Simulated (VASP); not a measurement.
# TiAl3 (Pm-3m) in VASP: notebook

The runs below take TiAl3 through single point, relaxation of cell and atoms, with PBE.

All numbers are computed with VASP 6.6.1; they aren't measurements. Logs are shortened: lines on timing, memory, paths and dates and some standing lists are left out, and cuts for length are marked.

## (1) The cell of the first run

The structure is cubic, space group Pm-3m (No. 221). Conventional cell: a = 3.848 Å, b = 3.848 Å, c = 3.848 Å, α = 90.00°, β = 90.00°, γ = 90.00°. Within 3.6 Å of Ti (site symmetry m-3m) lie 12 Al at 2.72 Å. Al (site symmetry 4/mmm) has 4 Ti at 2.72 Å and 8 Al at 2.72 Å within 3.6 Å.

## (2) Single point, PBE

File INCAR:

```
SYSTEM = TiAl3
PREC = Accurate ; ENCUT = 520
EDIFF = 1E-6 ; ISMEAR = 0
SIGMA = 0.1 ; LREAL = .FALSE.
LASPH = .TRUE. ; NELM = 80
ALGO = Normal ; ISIF = 2
LWAVE = .FALSE. ; LCHARG = .FALSE.
GGA = PE ; NBANDS = 18
```

File KPOINTS:

```
regular mesh
0
G
  4 4 4
  0 0 0
```

File POSCAR:

```
TiAl3
1.0
    3.8480927300      0.0000000000      0.0000000000
    0.0000000000      3.8480927300      0.0000000000
    0.0000000000      0.0000000000      3.8480927300
Ti Al
1 3
Direct
    0.0000000000      0.0000000000      0.0000000000
    0.5000000000      0.0000000000      0.5000000000
    0.0000000000      0.5000000000      0.5000000000
    0.5000000000      0.5000000000      0.0000000000
```

Potentials or basis: VASP PAW PBE potentials, release 64 (Ti_sv, Al).

The run is started by

```
$ cat potpaw_PBE.64/Ti_sv/POTCAR potpaw_PBE.64/Al/POTCAR > POTCAR
$ mpirun -np 1 vasp_std > vasp.out
```

OUTCAR:

```text
SYSTEM = TiAl3
   PREC = Accurate
   ENCUT = 520
   EDIFF = 1E-6
   ISMEAR = 0
   LREAL = .FALSE.
   LASPH = .TRUE.
   NELM = 80
   ISIF = 2
   GGA = PE

 ion  position               nearest neighbor table
   1  0.000  0.000  0.000-   2 2.72   3 2.72   4 2.72   2 2.72   3 2.72   3 2.72   4 2.72   3 2.72
                             2 2.72   4 2.72   2 2.72   4 2.72
   2  0.500  0.000  0.500-   1 2.72   3 2.72   4 2.72   1 2.72   4 2.72   3 2.72   4 2.72   4 2.72
                             1 2.72   3 2.72   1 2.72   3 2.72
   3  0.000  0.500  0.500-   1 2.72   2 2.72   4 2.72   1 2.72   4 2.72   1 2.72   2 2.72   1 2.72
                             2 2.72   4 2.72   4 2.72   2 2.72
   4  0.500  0.500  0.000-   1 2.72   2 2.72   3 2.72   2 2.72   3 2.72   1 2.72   2 2.72   2 2.72
                             1 2.72   3 2.72   3 2.72   1 2.72

  LATTYP: Found a simple cubic cell.
 ALAT       =     3.8480927300

  Lattice vectors:

 A1 = (   3.8480927300,   0.0000000000,   0.0000000000)
 A2 = (   0.0000000000,   3.8480927300,   0.0000000000)
 A3 = (   0.0000000000,   0.0000000000,   3.8480927300)

Analysis of symmetry for initial positions (statically):
=====================================================================
 Subroutine PRICEL returns:
 Original cell was already a primitive cell.

 Routine SETGRP: Setting up the symmetry group for a
 simple cubic supercell.

 Subroutine GETGRP returns: Found 48 space group operations
 (whereof 48 operations were pure point group operations)
 out of a pool of 48 trial point group operations.

The static configuration has the point symmetry O_h .

Analysis of symmetry for dynamics (positions and initial velocities):
=====================================================================
 Subroutine PRICEL returns:
 Original cell was already a primitive cell.

 Routine SETGRP: Setting up the symmetry group for a
 simple cubic supercell.

 Subroutine GETGRP returns: Found 48 space group operations
 (whereof 48 operations were pure point group operations)
 out of a pool of 48 trial point group operations.

The dynamic configuration has the point symmetry O_h .

 Subroutine INISYM returns: Found 48 space group operations
 (whereof 48 operations are pure point group operations),
 and found     1 'primitive' translations

----------------------------------------------------------------------------------------

                                     Primitive cell

  volume of cell :      56.9819

  direct lattice vectors                    reciprocal lattice vectors
     3.848092730  0.000000000  0.000000000     0.259868997  0.000000000  0.000000000
     0.000000000  3.848092730  0.000000000     0.000000000  0.259868997  0.000000000
     0.000000000  0.000000000  3.848092730     0.000000000  0.000000000  0.259868997

  length of vectors
     3.848092730  3.848092730  3.848092730     0.259868997  0.259868997  0.259868997

  position of ions in fractional coordinates (direct lattice)
     0.000000000  0.000000000  0.000000000
     0.500000000  0.000000000  0.500000000
     0.000000000  0.500000000  0.500000000
     0.500000000  0.500000000  0.000000000

  ion indices of the primitive-cell ions
   primitive index   ion index
                 1           1
                 2           2
                 3           3
                 4           4

----------------------------------------------------------------------------------------

 KPOINTS: regular mesh

Automatic generation of k-mesh.
 Grid dimensions read from file:
 generate k-points for:    4    4    4

 Generating k-lattice:

  Cartesian coordinates                     Fractional coordinates (reciprocal lattice)
     0.064967249  0.000000000  0.000000000     0.250000000  0.000000000  0.000000000
     0.000000000  0.064967249  0.000000000     0.000000000  0.250000000  0.000000000
     0.000000000  0.000000000  0.064967249     0.000000000  0.000000000  0.250000000

  Length of vectors
     0.064967249  0.064967249  0.064967249

  Shift w.r.t. Gamma in fractional coordinates (k-lattice)
     0.000000000  0.000000000  0.000000000

 Subroutine IBZKPT returns following result:
 ===========================================

 Found     10 irreducible k-points:

 Following reciprocal coordinates:
            Coordinates               Weight
  0.000000  0.000000  0.000000      1.000000
  0.250000  0.000000  0.000000      6.000000
  0.500000  0.000000  0.000000      3.000000
  0.250000  0.250000  0.000000     12.000000
  0.500000  0.250000  0.000000     12.000000
  0.500000  0.500000  0.000000      3.000000
  0.250000  0.250000  0.250000      8.000000
  0.500000  0.250000  0.250000     12.000000
  0.500000  0.500000  0.250000      6.000000
  0.500000  0.500000  0.500000      1.000000
   k-points           NKPTS =     10   k-points in BZ     NKDIM =     10   number of bands    NBANDS=     18
   number of dos      NEDOS =    301   number of ions     NIONS =      4
[... 71 lines left out ...]

 k-point     1 :       0.0000    0.0000    0.0000
  band No.  band energies     occupation
      1     -46.6999      2.00000
      2     -23.0284      2.00000
      3     -23.0284      2.00000
      4     -23.0284      2.00000
      5      -1.2830      2.00000
      6       6.7665      2.00000
[... 10 lines left out ...]
     17      16.1770      0.00000
     18      16.1770      0.00000

 k-point     2 :       0.2500    0.0000    0.0000
  band No.  band energies     occupation
      1     -46.6992      2.00000
      2     -23.0435      2.00000
      3     -23.0273      2.00000
      4     -23.0273      2.00000
      5      -0.6441      2.00000
      6       4.1644      2.00000
[... 10 lines left out ...]
     17      14.9012      0.00000
     18      15.8389      0.00000

 k-point     3 :       0.5000    0.0000    0.0000
  band No.  band energies     occupation
      1     -46.6986      2.00000
      2     -23.0585      2.00000
      3     -23.0263      2.00000
      4     -23.0263      2.00000
      5       0.8449      2.00000
      6       1.6951      2.00000
[... 10 lines left out ...]
     17      13.4960      0.00000
     18      16.0666      0.00000

 k-point     4 :       0.2500    0.2500    0.0000
  band No.  band energies     occupation
      1     -46.6986      2.00000
      2     -23.0424      2.00000
      3     -23.0415      2.00000
      4     -23.0263      2.00000
      5      -0.0299      2.00000
      6       4.6277      2.00000
[... 10 lines left out ...]
     17      15.4856      0.00000
     18      15.7359      0.00000

 k-point     5 :       0.5000    0.2500    0.0000
  band No.  band energies     occupation
      1     -46.6980      2.00000
      2     -23.0565      2.00000
      3     -23.0404      2.00000
      4     -23.0253      2.00000
      5       1.3478      2.00000
      6       2.3375      2.00000
[... 10 lines left out ...]
     17      15.3588      0.00000
     18      15.7278      0.00000

 k-point     6 :       0.5000    0.5000    0.0000
  band No.  band energies     occupation
      1     -46.6973      2.00000
      2     -23.0545      2.00000
      3     -23.0545      2.00000
      4     -23.0242      2.00000
      5       2.3735      2.00000
      6       3.7161      2.00000
[... 10 lines left out ...]
     17      15.3105      0.00000
     18      15.7562      0.00000

 k-point     7 :       0.2500    0.2500    0.2500
  band No.  band energies     occupation
      1     -46.6980      2.00000
      2     -23.0414      2.00000
      3     -23.0400      2.00000
      4     -23.0400      2.00000
      5       0.5628      2.00000
      6       5.0157      2.00000
[... 10 lines left out ...]
     17      15.8416      0.00000
     18      15.9416      0.00000

 k-point     8 :       0.5000    0.2500    0.2500
  band No.  band energies     occupation
      1     -46.6974      2.00000
      2     -23.0545      2.00000
      3     -23.0394      2.00000
      4     -23.0385      2.00000
      5       1.8632      2.00000
      6       2.9262      2.00000
[... 10 lines left out ...]
     17      15.4978      0.00000
     18      16.4143      0.00000

 k-point     9 :       0.5000    0.5000    0.2500
  band No.  band energies     occupation
      1     -46.6968      2.00000
      2     -23.0526      2.00000
      3     -23.0526      2.00000
      4     -23.0374      2.00000
      5       2.9623      2.00000
      6       4.0782      2.00000
[... 10 lines left out ...]
     17      13.4869      0.00000
     18      18.3348      0.00000

 k-point    10 :       0.5000    0.5000    0.5000
  band No.  band energies     occupation
      1     -46.6962      2.00000
      2     -23.0506      2.00000
      3     -23.0506      2.00000
      4     -23.0506      2.00000
      5       4.6928      2.00000
      6       4.6928      2.00000
[... 10 lines left out ...]
     17      13.2070      0.00000
     18      22.0658      0.00000

------------------------ aborting loop because EDIFF is reached ----------------------------------------

  FORCE on cell =-STRESS in cart. coord.  units (eV):
  Direction    XX          YY          ZZ          XY          YZ          ZX
  --------------------------------------------------------------------------------------
  -------------------------------------------------------------------------------------
  Total        4.6942187      4.6942187      4.6942187     -0.0000000      0.0000000     -0.0000000
  in kB      131.9888698    131.9888698    131.9888698     -0.0000000      0.0000000     -0.0000000
  external PRESSURE =     131.9888698 kB  Pullay stress =       0.0000000 kB

 VOLUME and BASIS-vectors are now :
 -----------------------------------------------------------------------------
  energy-cutoff  :      520.00
  volume of cell :       56.98
      direct lattice vectors                 reciprocal lattice vectors
     3.848092730  0.000000000  0.000000000     0.259868997  0.000000000  0.000000000
     0.000000000  3.848092730  0.000000000     0.000000000  0.259868997  0.000000000
     0.000000000  0.000000000  3.848092730     0.000000000  0.000000000  0.259868997

 POSITION                                       TOTAL-FORCE (eV/Angst)
 -----------------------------------------------------------------------------------
      0.00000      0.00000      0.00000         0.000000      0.000000      0.000000
      1.92405      0.00000      1.92405         0.000000      0.000000      0.000000
      0.00000      1.92405      1.92405         0.000000      0.000000      0.000000
      1.92405      1.92405      0.00000         0.000000      0.000000      0.000000
 -----------------------------------------------------------------------------------
    total drift:                                0.000000     -0.000000      0.000000

  FREE ENERGIE OF THE ION-ELECTRON SYSTEM (eV)
  ---------------------------------------------------
  free  energy   TOTEN  =       -20.3574743086 eV

  energy  without entropy=      -20.3483037845  energy(sigma->0) =      -20.35288905
```

Run time: 9 s. Hardware: 1 thread of Intel Xeon 6975P-C (Granite Rapids), shared host; peak memory 0.15 GiB.

What came out:

```yaml
Free_energy: -20.3575 eV
Pressure: 13.2 GPa
```

Caveat: the k points lie up to 0.41 Å⁻¹ apart.

## (3) Single point, PBE

This run uses another cell than the first one, of 15.77 Å³/atom, 1.107 times its volume.

File INCAR:

```
ALGO     = Normal         # electronic algorithm
EDIFF    = 1E-6           # SCF threshold, eV
ENCUT    = 520            # plane-wave cutoff, eV
GGA      = PE             # functional
ISIF     = 2              # what is computed and relaxed
ISMEAR   = 0              # smearing method
LASPH    = T              # aspherical terms in the spheres
LCHARG   = F              # write CHGCAR
LREAL    = F              # projectors in reciprocal space
LWAVE    = F              # write WAVECAR
NBANDS   = 18             # bands
NELM     = 60             # most SCF steps
PREC     = Accurate       # precision mode
SIGMA    = 0.1            # smearing width, eV
```

File KPOINTS:

```
k-points
0
Gamma
  4 4 4
```

File POSCAR:

```
TiAl3
1.0
    3.9806487071      0.0000000000      0.0000000000
    0.0000000000      3.9806487071      0.0000000000
    0.0000000000      0.0000000000      3.9806487071
Ti Al
1 3
Direct
    0.0000000000      0.0000000000      0.0000000000
    0.5000000000      0.0000000000      0.5000000000
    0.0000000000      0.5000000000      0.5000000000
    0.5000000000      0.5000000000      0.0000000000
```

Potentials or basis: VASP PAW PBE potentials, release 64 (Ti_sv, Al).

The run is started by

```
$ cat potpaw_PBE.64/Ti_sv/POTCAR potpaw_PBE.64/Al/POTCAR > POTCAR
$ mpirun -np 1 vasp_std > vasp.out
```

It took 9 s on 1 thread of Intel Xeon 6975P-C (Granite Rapids), shared host; peak memory 0.15 GiB.

The run converged. Its results:

```
Free energy : -20.5884 eV
Pressure    : 0.0 GPa
```

Levels at points of the mesh, in eV from the Fermi level:
| k point | band 7 | band 8 | band 9 | band 10 | band 11 | band 12 | band 13 | band 14 |
| --- | --- | --- | --- | --- | --- | --- | --- | --- |
| (0.00, 0.00, 0.00) | -3.23 | -2.33 | -2.33 | -2.33 | -0.02 | -0.02 | -0.02 | 0.56 |
| (0.50, 0.00, 0.00) | -2.41 | -2.41 | -2.30 | 0.22 | 0.54 | 0.54 | 0.77 | 0.85 |
| (0.50, 0.50, 0.00) | -6.28 | -5.16 | -1.41 | -1.41 | 0.44 | 0.70 | 0.92 | 0.96 |
| (0.50, 0.50, 0.50) | -5.30 | -5.09 | -3.66 | -3.66 | -3.66 | 0.01 | 1.02 | 1.02 |

Caveat: the k points lie up to 0.39 Å⁻¹ apart.

## (4) Relaxation of cell and atoms, PBE

File INCAR:

```
SYSTEM = TiAl3
ALGO = Normal ; EDIFF = 1E-6
EDIFFG = -0.04 ; ENCUT = 600
GGA = PE ; IBRION = 2
ISIF = 3 ; ISMEAR = 0
LASPH = .TRUE. ; LCHARG = .FALSE.
LREAL = .FALSE. ; LWAVE = .FALSE.
NELM = 80 ; NSW = 90
PREC = Accurate ; SIGMA = 0.1
```

File KPOINTS:

```
k-points
0
G
  4 4 4
  0 0 0
```

File POSCAR:

```
TiAl3
1.0
    3.8480927300      0.0000000000      0.0000000000
    0.0000000000      3.8480927300      0.0000000000
    0.0000000000      0.0000000000      3.8480927300
Ti Al
1 3
Direct
    0.0000000000      0.0000000000      0.0000000000
    0.5000000000      0.0000000000      0.5000000000
    0.0000000000      0.5000000000      0.5000000000
    0.5000000000      0.5000000000      0.0000000000
```

The run is started by

```
$ cat potpaw_PBE.64/Ti_sv/POTCAR potpaw_PBE.64/Al/POTCAR > POTCAR
$ mpirun -np 1 vasp_std > vasp.out
```

Wall time 20 s (1 thread of Intel Xeon 6975P-C (Granite Rapids), shared host); peak memory 0.17 GiB.

The run converged. Its results:

* Free energy: -20.5878 eV
* Relaxed volume: 15.77 Å³/atom
* Relaxed cell: a = 3.981 Å, b = 3.981 Å, c = 3.981 Å, α = 90.00°, β = 90.00°, γ = 90.00°
* Space group after relaxing (to 0.05 Å): Pm-3m (No. 221)
* Energy gained by relaxing: 57.5 meV/atom
* Ionic steps: 3
* Pressure after relaxing: 0.0 GPa

Step by step:
| step | energy change (eV) | largest force (eV/Å) | pressure (GPa) | volume (Å³) |
| --- | --- | --- | --- | --- |
| 1 | 0.0000 | 0.0000 | 13.14 | 56.98 |
| 2 | -0.1520 | 0.0000 | -5.80 | 67.17 |
| 3 | -0.2298 | 0.0000 | -0.03 | 63.10 |

Final structure:
```xyz
4
Lattice="3.9811 0.0000 0.0000 0.0000 3.9811 0.0000 0.0000 0.0000 3.9811" Properties=species:S:1:pos:R:3 pbc="T T T"
Ti    0.0000    0.0000    0.0000
Al    1.9905    0.0000    1.9905
Al    0.0000    1.9905    1.9905
Al    1.9905    1.9905    0.0000
```

Levels at points of the mesh, in eV from the Fermi level:
```csv
k point,band 8,band 9,band 10,band 11,band 12,band 13
"(0.00, 0.00, 0.00)",-2.33,-2.33,-2.33,-0.02,-0.02,-0.02
"(0.50, 0.00, 0.00)",-2.40,-2.30,0.22,0.54,0.54,0.77
"(0.50, 0.50, 0.00)",-5.16,-1.41,-1.41,0.44,0.70,0.92
"(0.50, 0.50, 0.50)",-5.09,-3.66,-3.66,-3.66,0.01,1.02
```

Caveat: the k points lie up to 0.39 Å⁻¹ apart in the final cell.

## (5) Single point, PBE, collinear spin, ferromagnetic start

This run uses another cell than the first one, of 15.77 Å³/atom, 1.107 times its volume.

File INCAR:

```
PREC = Accurate ; ENCUT = 520
EDIFF = 1E-6 ; ISMEAR = 0
SIGMA = 0.1 ; LREAL = False
LASPH = True ; NELM = 150
ALGO = Fast ; ISIF = 2
LWAVE = False ; LCHARG = False
ISPIN = 2 ; MAGMOM = 1 0 0 0
LORBIT = 11 ; LMAXMIX = 4
GGA = PE ; NBANDS = 22
```

File KPOINTS:

```
Automatic mesh
0
Gamma
  4 4 4
```

File POSCAR:

```
TiAl3
1.0
    3.9806487071      0.0000000000      0.0000000000
    0.0000000000      3.9806487071      0.0000000000
    0.0000000000      0.0000000000      3.9806487071
Ti Al
1 3
Direct
    0.0000000000      0.0000000000      0.0000000000
    0.5000000000      0.0000000000      0.5000000000
    0.0000000000      0.5000000000      0.5000000000
    0.5000000000      0.5000000000      0.0000000000
```

The run is started by

```
$ cat potpaw_PBE.64/Ti_sv/POTCAR potpaw_PBE.64/Al/POTCAR > POTCAR
$ mpirun -np 1 vasp_std > vasp.out
```

It took 29 s on 1 thread of Intel Xeon 6975P-C (Granite Rapids), shared host; peak memory 0.18 GiB.

It converged, with:

- Free energy: -20.5884 eV
- Pressure: 0.0 GPa
- Net moment: 0.00 μB per cell
- Valence electrons inside the program's atomic spheres: Ti 10.31; Al 0.81

Levels at points of the mesh, in eV from the Fermi level:
Spin up:
```tsv
k point	band 8	band 9	band 10	band 11	band 12	band 13
(0.00, 0.00, 0.00)	-2.33	-2.33	-2.33	-0.02	-0.02	-0.02
(0.50, 0.00, 0.00)	-2.41	-2.30	0.22	0.54	0.54	0.77
(0.50, 0.50, 0.00)	-5.16	-1.41	-1.41	0.44	0.70	0.92
(0.50, 0.50, 0.50)	-5.09	-3.66	-3.66	-3.66	0.01	1.02
```
Spin down:
| k point | band 6 | band 7 | band 8 | band 9 | band 10 | band 11 | band 12 | band 13 | band 14 | band 15 |
| --- | --- | --- | --- | --- | --- | --- | --- | --- | --- | --- |
| (0.00, 0.00, 0.00) | -3.23 | -3.23 | -2.33 | -2.33 | -2.33 | -0.02 | -0.02 | -0.02 | 0.56 | 3.78 |
| (0.50, 0.00, 0.00) | -8.11 | -2.41 | -2.41 | -2.30 | 0.22 | 0.54 | 0.54 | 0.77 | 0.85 | 1.05 |
| (0.50, 0.50, 0.00) | -6.28 | -6.28 | -5.16 | -1.41 | -1.41 | 0.44 | 0.70 | 0.92 | 0.96 | 3.33 |
| (0.50, 0.50, 0.50) | -5.30 | -5.30 | -5.09 | -3.66 | -3.66 | -3.66 | 0.01 | 1.02 | 1.02 | 2.52 |

Caveat: the k points lie up to 0.39 Å⁻¹ apart.

## (6) Single point, PBE (volume scaled by 0.88)

File INCAR:

```
PREC = Accurate
ENCUT = 520
EDIFF = 1E-6
ISMEAR = 0
SIGMA = 0.1
LREAL = False
LASPH = True
NELM = 100
ALGO = Fast
ISIF = 2
LWAVE = False
LCHARG = True
GGA = PE
LELF = True
LVHAR = True
NBANDS = 18
```

File KPOINTS:

```
regular mesh
0
Gamma
  12 12 12
```

File POSCAR:

```
TiAl3
1.0
    3.8136529831      0.0000000000      0.0000000000
    0.0000000000      3.8136529831      0.0000000000
    0.0000000000      0.0000000000      3.8136529831
Ti Al
1 3
Direct
    0.0000000000      0.0000000000      0.0000000000
    0.5000000000      0.0000000000      0.5000000000
    0.0000000000      0.5000000000      0.5000000000
    0.5000000000      0.5000000000      0.0000000000
```

Potentials or basis: VASP PAW PBE potentials, release 64 (Ti_sv, Al).

The run is started by

```
$ cat potpaw_PBE.64/Ti_sv/POTCAR potpaw_PBE.64/Al/POTCAR > POTCAR
$ mpirun -np 1 vasp_std > vasp.out
```

Run time: 73 s. Hardware: 1 thread of Intel Xeon 6975P-C (Granite Rapids), shared host; peak memory 0.2 GiB.

The run converged. Its results:

- Free energy: -20.1786 eV
- Pressure: 17.6 GPa

Levels at points of the mesh, in eV from the Fermi level:
```tsv
k point	band 7	band 8	band 9	band 10	band 11	band 12	band 13	band 14
(0.00, 0.00, 0.00)	-3.37	-2.28	-2.28	-2.28	0.12	0.12	0.12	0.62
(0.50, 0.00, 0.00)	-2.52	-2.52	-2.51	0.42	0.84	0.84	0.94	1.12
(0.50, 0.50, 0.00)	-6.40	-5.41	-1.42	-1.42	0.67	1.03	1.08	1.34
(0.50, 0.50, 0.50)	-5.44	-5.44	-3.71	-3.71	-3.71	0.38	1.40	1.40
```

Caveat: the cell differs from its parent crystal (volume scaled by 0.88).

## (7) Overview

```tsv
task	spin	cell	k mesh	cutoff (eV)	gap on the mesh (eV)	pressure (GPa)
single point	off	a = 3.848 Å, 4 atoms	4 × 4 × 4	520	none	13.2
single point	off	a = 3.981 Å, 4 atoms	4 × 4 × 4	520	none	0.0
relaxation of cell and atoms	off	relaxed from a = 3.848 Å, 4 atoms	4 × 4 × 4	600	none	0.0
single point	collinear, ferromagnetic start	a = 3.981 Å, 4 atoms	4 × 4 × 4	520	none	0.0
single point	off	a = 3.814 Å, 4 atoms	12 × 12 × 12	520	none	17.6
```

Alike in all rows: level PBE; potentials or basis VASP PAW PBE potentials, release 64 (Ti_sv, Al); smearing gaussian 0.1 eV.

Caveats: some runs use coarse meshes.

Absolute energies hang on the potentials; compare differences alone.
